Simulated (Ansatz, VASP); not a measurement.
# Hf: VASP beside Ansatz

INCAR

```
SYSTEM = Hf
  ALGO = Normal
  EDIFF = 1E-6
  ENCUT = 520
  GGA = PE
  ISIF = 2
  ISMEAR = -1
  LASPH = .TRUE.
  LCHARG = .FALSE.
  LREAL = .FALSE.
  LWAVE = .FALSE.
  NBANDS = 11
  NELM = 100
  PREC = Accurate
  SIGMA = 0.1
```

Contents of KPOINTS:

```
k-points
0
G
  16 16 16
  0 0 0
```

File POSCAR:

```
Hf
1.0
    0.0000000000      2.2436423191      2.2436423191
    2.2436423191      0.0000000000      2.2436423191
    2.2436423191      2.2436423191      0.0000000000
Hf
1
Direct
    0.0000000000      0.0000000000      0.0000000000
```

Input for Ansatz:

```yaml
crystal:
  lattice:
    - [0.0, 2.2436423191, 2.2436423191]
    - [2.2436423191, 0.0, 2.2436423191]
    - [2.2436423191, 2.2436423191, 0.0]
  atoms:
    - { symbol: Hf, position: [0.0, 0.0, 0.0] }
kpoints:
  mp_grid: { grid: [16, 16, 16] }
  band_path:
    path:
      - [0.0, 0.0, 0.0]
      - [0.5, 0.0, 0.5]
      - [0.625, 0.25, 0.625]
      - [0.375, 0.375, 0.75]
      - [0.0, 0.0, 0.0]
      - [0.5, 0.5, 0.5]
      - [0.5, 0.25, 0.75]
      - [0.5, 0.0, 0.5]
    npoints: 14
scf:
  occupations: { method: fermi_dirac, width: 0.1 }
hamiltonian:
  xc: pbe
  pseudopotentials: { kind: all_electron, lapw: { basis_error: 0.001 } }
output:
  forces: true
  stress: true
  eigenvalues: true
  populations: true
  dos: { projected: true, de: 0.2, e_range: [-14, 8] }
```

Alike in both runs: task single point; functional PBE; k mesh 16 × 16 × 16; occupations fermi-dirac, width 0.1 eV; no spin polarisation.

```csv
,VASP,Ansatz
version,VASP 6.6.1,Ansatz 0.2.0
potentials or method,"VASP PAW PBE potentials, release 64 (Hf_pv), cutoff 520 eV","all-electron LAPW, scalar-relativistic"
```

Ansatz gave:

* pressure (GPa): 0.0

**Question.** Which values does VASP return?

**Answer.** Pressure (GPa): -0.4.

Ansatz ran all-electron here, and VASP with PAW potentials.

Spin-orbit coupling is off throughout.
